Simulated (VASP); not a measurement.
# Ir (Fm-3m) in VASP: density of states with PBE

Aim: the density of states of Ir with PBE.

All numbers are computed with VASP 6.6.1; they aren't measurements. Logs are shortened: lines on timing, memory, paths and dates and some standing lists are left out, and cuts for length are marked.

### Step 1. The cell of the first run

The structure is cubic, space group Fm-3m (No. 225). Conventional cell: a = 3.876 Å, b = 3.876 Å, c = 3.876 Å, α = 90.00°, β = 90.00°, γ = 90.00°. Within 3.6 Å of Ir (site symmetry m-3m) lie 12 Ir at 2.74 Å.

### Step 2. Density of states, PBE

POSCAR

```
Ir
1.0
    0.0000000000      1.9379170000      1.9379170000
    1.9379170000      0.0000000000      1.9379170000
    1.9379170000      1.9379170000      0.0000000000
Ir
1
Direct
    0.0000000000      0.0000000000      0.0000000000
```

INCAR.step1

```
SYSTEM = Ir
PREC = Accurate
ENCUT = 520
EDIFF = 1E-6
ISMEAR = 1
SIGMA = 0.0283
LREAL = .FALSE.
LASPH = .TRUE.
NELM = 80
ALGO = Normal
ISIF = 2
LWAVE = .FALSE.
LCHARG = .TRUE.
LMAXMIX = 4
GGA = PE
NBANDS = 10
```

KPOINTS.step1

```
regular mesh
0
G
  11 11 11
  0 0 0
```

INCAR.step2

```
SYSTEM = Ir
PREC = Accurate
ENCUT = 520
EDIFF = 1E-6
ISMEAR = -5
SIGMA = 0.0283
LREAL = .FALSE.
LASPH = .TRUE.
NELM = 80
ALGO = Normal
ISIF = 2
LWAVE = .FALSE.
LCHARG = .FALSE.
LMAXMIX = 4
GGA = PE
LORBIT = 10
NBANDS = 10
NEDOS = 2001
ICHARG = 11
```

KPOINTS.step2

```
regular mesh
0
G
  17 17 17
  0 0 0
```

Potentials or basis: VASP PAW PBE potentials, release 64 (Ir).

Run with:

```
cat potpaw_PBE.64/Ir/POTCAR > POTCAR
cp INCAR.step1 INCAR
cp KPOINTS.step1 KPOINTS
mpirun -np 1 vasp_std > vasp.out
cp INCAR.step2 INCAR
cp KPOINTS.step2 KPOINTS
mpirun -np 1 vasp_std > vasp.out
```

OUTCAR:

```text
SYSTEM = Ir
   PREC = Accurate
   ENCUT = 520
   EDIFF = 1E-6
   ISMEAR = -5
   LREAL = .FALSE.
   LASPH = .TRUE.
   NELM = 80
   ISIF = 2
   GGA = PE
   LORBIT = 10
   ICHARG = 11

 ion  position               nearest neighbor table
   1  0.000  0.000  0.000-

  LATTYP: Found a face centered cubic cell.
 ALAT       =     3.8758340000

  Lattice vectors:

 A1 = (   0.0000000000,   1.9379170000,   1.9379170000)
 A2 = (   1.9379170000,   0.0000000000,   1.9379170000)
 A3 = (   1.9379170000,   1.9379170000,   0.0000000000)

Analysis of symmetry for initial positions (statically):
=====================================================================
 Subroutine PRICEL returns:
 Original cell was already a primitive cell.

 Routine SETGRP: Setting up the symmetry group for a
 face centered cubic supercell.

 Subroutine GETGRP returns: Found 48 space group operations
 (whereof 48 operations were pure point group operations)
 out of a pool of 48 trial point group operations.

The static configuration has the point symmetry O_h .

Analysis of symmetry for dynamics (positions and initial velocities):
=====================================================================
 Subroutine PRICEL returns:
 Original cell was already a primitive cell.

 Routine SETGRP: Setting up the symmetry group for a
 face centered cubic supercell.

 Subroutine GETGRP returns: Found 48 space group operations
 (whereof 48 operations were pure point group operations)
 out of a pool of 48 trial point group operations.

The dynamic configuration has the point symmetry O_h .

 Subroutine INISYM returns: Found 48 space group operations
 (whereof 48 operations are pure point group operations),
 and found     1 'primitive' translations

----------------------------------------------------------------------------------------

                                     Primitive cell

  volume of cell :      14.5558

  direct lattice vectors                    reciprocal lattice vectors
     0.000000000  1.937917000  1.937917000    -0.258008986  0.258008986  0.258008986
     1.937917000  0.000000000  1.937917000     0.258008986 -0.258008986  0.258008986
     1.937917000  1.937917000  0.000000000     0.258008986  0.258008986 -0.258008986

  length of vectors
     2.740628504  2.740628504  2.740628504     0.446884672  0.446884672  0.446884672

  position of ions in fractional coordinates (direct lattice)
     0.000000000  0.000000000  0.000000000

  ion indices of the primitive-cell ions
   primitive index   ion index
                 1           1

----------------------------------------------------------------------------------------

 KPOINTS: regular mesh

Automatic generation of k-mesh.
 Grid dimensions read from file:
 generate k-points for:   17   17   17

 Generating k-lattice:

  Cartesian coordinates                     Fractional coordinates (reciprocal lattice)
    -0.015176999  0.015176999  0.015176999     0.058823529  0.000000000  0.000000000
     0.015176999 -0.015176999  0.015176999     0.000000000  0.058823529  0.000000000
     0.015176999  0.015176999 -0.015176999     0.000000000  0.000000000  0.058823529

  Length of vectors
     0.026287334  0.026287334  0.026287334

  Shift w.r.t. Gamma in fractional coordinates (k-lattice)
     0.000000000  0.000000000  0.000000000

 TETIRR: Found    693 inequivalent tetrahedra from    29478

 Subroutine IBZKPT returns following result:
 ===========================================

 Found    165 irreducible k-points:

 Following reciprocal coordinates:
            Coordinates               Weight
  0.000000  0.000000  0.000000      1.000000
  0.058824  0.000000  0.000000      8.000000
  0.117647  0.000000  0.000000      8.000000
  0.176471  0.000000  0.000000      8.000000
  0.235294  0.000000  0.000000      8.000000
  0.294118  0.000000  0.000000      8.000000
[... 16 lines left out ...]
 -0.176471  0.058824  0.000000     24.000000
 -0.117647  0.058824  0.000000     24.000000
 [... further k-points ...]
   k-points           NKPTS =    165   k-points in BZ     NKDIM =    165   number of bands    NBANDS=     10
   number of dos      NEDOS =   2001   number of ions     NIONS =      1
   total plane-waves  NPLWV =   8000
   dimension x,y,z NGX =    20 NGY =   20 NGZ =   20
   dimension x,y,z NGXF=    40 NGYF=   40 NGZF=   40
   ions per type =               1
   NGX,Y,Z   is equivalent  to a cutoff of  12.13, 12.13, 12.13 a.u.
   NGXF,Y,Z  is equivalent  to a cutoff of  24.26, 24.26, 24.26 a.u.
 SYSTEM =  Ir
   PREC   = accura    normal or accurate (medium, high low for compatibility)
   ISTART =      0    job   : 0-new  1-cont  2-samecut
   ICHARG =     11    charge: 1-file 2-atom 10-const
   ISPIN  =      1    spin polarized calculation?
   LNONCOLLINEAR =      F non collinear calculations
   LSORBIT =      F    spin-orbit coupling
   LASPH  =      T    aspherical Exc in radial PAW
   ENCUT  =  520.0 eV  38.22 Ry    6.18 a.u.   5.10  5.10  5.10*2*pi/ulx,y,z
   NELM   =     80;   NELMIN=  2; NELMDL=  0     # of ELM steps
   EDIFF  = 0.1E-05   stopping-criterion for ELM
   LREAL  =      F    real-space projection
   EDIFFG = 0.1E-04   stopping-criterion for IOM
   NSW    =      0    number of steps for IOM
   IBRION =     -1    ionic relax: 0-MD 1-quasi-New 2-CG
   NFREE  =      0    steps in history (QN), initial steepest desc. (CG)
   ISIF   =      2    stress and relaxation
   ISYM   =      2    0-nonsym 1-usesym 2-fastsym
   POTIM  = 0.5000    time-step for ionic-motion
   TEBEG  =    0.0;   TEEND  =   0.0 temperature during run
   PSTRESS=    0.0 pullay stress
   NELECT =       9.0000    total number of electrons
   NUPDOWN=      -1.0000    fix difference up-down
   EMIN   =  10.00;   EMAX   =-10.00  energy-range for DOS
   EFERMI =   0.00;   METHOD = LEGACY
   ISMEAR =    -5;   SIGMA  =   0.03  broadening in eV -4-tet -1-fermi 0-gaus
   EFERMI_NEDOS =   21; number of points for ismear=-14 and -15
   IALGO  =     38    algorithm
   IMIX   =      4    mixing-type and parameters
     AMIX     =   0.40;   BMIX     =  1.00
     AMIX_MAG =   1.60;   BMIX_MAG =  1.00
  volume/ion in A,a.u.               =      14.56        98.23
  Fermi-wavevector in a.u.,A,eV,Ry     =   1.394688  2.635579 26.465447  1.945156
  Thomas-Fermi vector in A             =   2.518213
   LORBIT       =     10    0 simple, 1 ext, 2 COOP (PROOUT), +10 PAW based schemes
   GGA     = PE    functional components
   LHFCALC =     F    Hartree Fock is set to
   AEXX    =    0.0000 exact exchange contribution
   IVDW    =     0    specifies the selected vdW correction
   LEPSILON=     F    determine dielectric tensor
   LRPA    =     F    only Hartree local field effects (RPA)
 non-spin polarized calculation
 Fermi weights with tetrahedron method with Bloechl corrections
  energy-cutoff  :      520.00
  volume of cell :       14.56
 maximum number of plane-waves:       401

 number of electron       9.0000000 magnetization

 Free energy of the ion-electron system (eV)
  ---------------------------------------------------
  ext. energy  EPLUGINS =         0.00000000
  ---------------------------------------------------
  free energy    TOTEN  =        -8.84986968 eV

  energy without entropy =       -8.84986968  energy(sigma->0) =       -8.84986968

 E-fermi :   9.8969     XC(G=0): -13.8195

 val. band max:        9.9774568216   @ k =   0.4118   0.4118   0.0000
 cond. band min:       9.8736078528   @ k =  -0.3529   0.2941   0.0000
 fundamental gap:     -0.1038489687
 Fermi energy:         9.8969034255

 k-point     1 :       0.0000    0.0000    0.0000
  band No.  band energies     occupation
      1      -0.8963      2.00000
      2       6.1946      2.00000
      3       6.1946      2.00000
      4       6.1946      2.00000
      5       8.7670      2.00000
      6       8.7670      2.00000
      7      24.2921      0.00000
      8      29.7175      0.00000
      9      29.7175      0.00000
     10      29.7175      0.00000

 k-point     2 :       0.0588    0.0000    0.0000
  band No.  band energies     occupation
      1      -0.7468      2.00000
      2       6.1161      2.00000
      3       6.2590      2.00000
      4       6.2590      2.00000
      5       8.7262      2.00000
      6       8.7262      2.00000
      7      24.5471      0.00000
      8      28.9056      0.00000
      9      29.9601      0.00000
     10      29.9601      0.00000

 k-point     3 :       0.1176    0.0000    0.0000
  band No.  band energies     occupation
      1      -0.3150      2.00000
      2       5.9183      2.00000
      3       6.4244      2.00000
      4       6.4244      2.00000
      5       8.6421      2.00000
      6       8.6421      2.00000
      7      25.2378      0.00000
      8      27.3504      0.00000
      9      30.6618      0.00000
     10      30.6618      0.00000

 k-point     4 :       0.1765    0.0000    0.0000
  band No.  band energies     occupation
      1       0.3402      2.00000
      2       5.7080      2.00000
      3       6.5961      2.00000
      4       6.5961      2.00000
      5       8.6321      2.00000
      6       8.6321      2.00000
      7      25.6369      0.00000
      8      26.1711      0.00000
      9      31.7438      0.00000
     10      31.7438      0.00000
[... 222 lines left out ...]
 k-point    22 :      -0.2353    0.0588    0.0000
  band No.  band energies     occupation
      1       1.4498      2.00000
      2       5.5817      2.00000
      3       6.6048      2.00000
      4       6.7133      2.00000
      5       8.5712      2.00000
      6       9.4657      2.03324
      7      23.5534      0.00000
      8      26.6614      0.00000
      9      31.6442      0.00000
     10      32.7149      0.00000

 k-point    23 :      -0.1765    0.0588    0.0000
  band No.  band energies     occupation
      1       0.7129      2.00000
      2       5.5522      2.00000
      3       6.6684      2.00000
      4       6.7203      2.00000
      5       8.3031      2.00000
      6       9.0445      2.00000
      7      25.2142      0.00000
      8      26.5587      0.00000
      9      30.9719      0.00000
     10      33.0487      0.00000

 k-point    24 :      -0.1176    0.0588    0.0000
  band No.  band energies     occupation
      1       0.0092      2.00000
      2       5.7444      2.00000
      3       6.5424      2.00000
      4       6.5734      2.00000
      5       8.3580      2.00000
      6       8.8480      2.00000
      7      25.7297      0.00000
      8      26.7902      0.00000
      9      30.2278      0.00000
     10      31.6496      0.00000

 [... further k-points ...]

------------------------ aborting loop because EDIFF is reached ----------------------------------------

  FORCE on cell =-STRESS in cart. coord.  units (eV):
  Direction    XX          YY          ZZ          XY          YZ          ZX
  --------------------------------------------------------------------------------------
  -------------------------------------------------------------------------------------
  Total       -0.1290217     -0.1290217     -0.1290217      0.0000000      0.0000000      0.0000000
  in kB      -14.2016212    -14.2016212    -14.2016212      0.0000000      0.0000000      0.0000000
  external PRESSURE =     -14.2016212 kB  Pullay stress =       0.0000000 kB

 VOLUME and BASIS-vectors are now :
 -----------------------------------------------------------------------------
  energy-cutoff  :      520.00
  volume of cell :       14.56
      direct lattice vectors                 reciprocal lattice vectors
     0.000000000  1.937917000  1.937917000    -0.258008986  0.258008986  0.258008986
     1.937917000  0.000000000  1.937917000     0.258008986 -0.258008986  0.258008986
     1.937917000  1.937917000  0.000000000     0.258008986  0.258008986 -0.258008986

 POSITION                                       TOTAL-FORCE (eV/Angst)
 -----------------------------------------------------------------------------------
      0.00000      0.00000      0.00000        -0.000000     -0.000000      0.000000
 -----------------------------------------------------------------------------------
    total drift:                                0.000000     -0.000000      0.000000

  FREE ENERGIE OF THE ION-ELECTRON SYSTEM (eV)
  ---------------------------------------------------
  free  energy   TOTEN  =        -8.8498696794 eV

  energy  without entropy=       -8.8498696794  energy(sigma->0) =       -8.84986968

 total charge

# of ion       s       p       d       tot
------------------------------------------
    1        0.658   0.705   6.939   8.303
```

It took 36 s on 1 thread of Intel Xeon 6975P-C, shared host; peak memory 0.11 GiB.

Results:

* Valence electrons inside the program's atomic spheres: Ir 8.30

Levels at points of the mesh, in eV from the Fermi level:
| k point | band 1 | band 2 | band 3 | band 4 | band 5 | band 6 | band 7 | band 8 | band 9 |
| --- | --- | --- | --- | --- | --- | --- | --- | --- | --- |
| (0.00, 0.00, 0.00) | -10.79 | -3.70 | -3.70 | -3.70 | -1.13 | -1.13 | 14.40 | 19.82 | 19.82 |

Caveat: spin-orbit coupling is left out, which moves the levels of the heavy elements; tetrahedron occupations give inexact forces and stress in metals.
